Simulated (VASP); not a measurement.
A run of VASP 6.6.1:

File INCAR:

```
SYSTEM = Hg
  PREC = Accurate
  ENCUT = 500
  EDIFF = 1E-7
  ISMEAR = 0
  SIGMA = 0.1
  LREAL = .FALSE.
  LASPH = .TRUE.
  NELM = 120
  ALGO = Normal
  ISIF = 3
  LWAVE = .FALSE.
  LCHARG = .FALSE.
  GGA = PE
  IBRION = 2
  NSW = 90
  EDIFFG = -0.04
  GGA_COMPAT = .FALSE.
  NELMIN = 4
```

The input KPOINTS:

```
Automatic mesh
0
G
  6 6 6
  0 0 0
```

Contents of POSCAR:

```
Hg
1.0
    2.1771848781      1.2569982754      4.0373283270
   -2.1771848781      1.2569982754      4.0373283270
    0.0000000000     -2.5139965509      4.0373283270
Hg
2
Direct
    0.2275400000      0.2275400000      0.2275400000
    0.7724600000      0.7724600000      0.7724600000
```

Potentials or basis: VASP PAW PBE potentials, release 64 (Hg_sv_GW).

Command:

```bash
$ cat potpaw_PBE.64/Hg_sv_GW/POTCAR > POTCAR
$ mpirun -np 1 vasp_std > vasp.out
```

Hardware: 1 thread of Intel(R) Xeon(R) 6975P-C (Granite Rapids), with other jobs on the host.

Problem. How long does it take, and how much memory?

Solution. Run time: 6.3 min on 1 thread of Intel(R) Xeon(R) 6975P-C (Granite Rapids), on a shared host, peak memory 0.23 GiB. Counts: scf iterations 149, k points 32, ion steps 15.
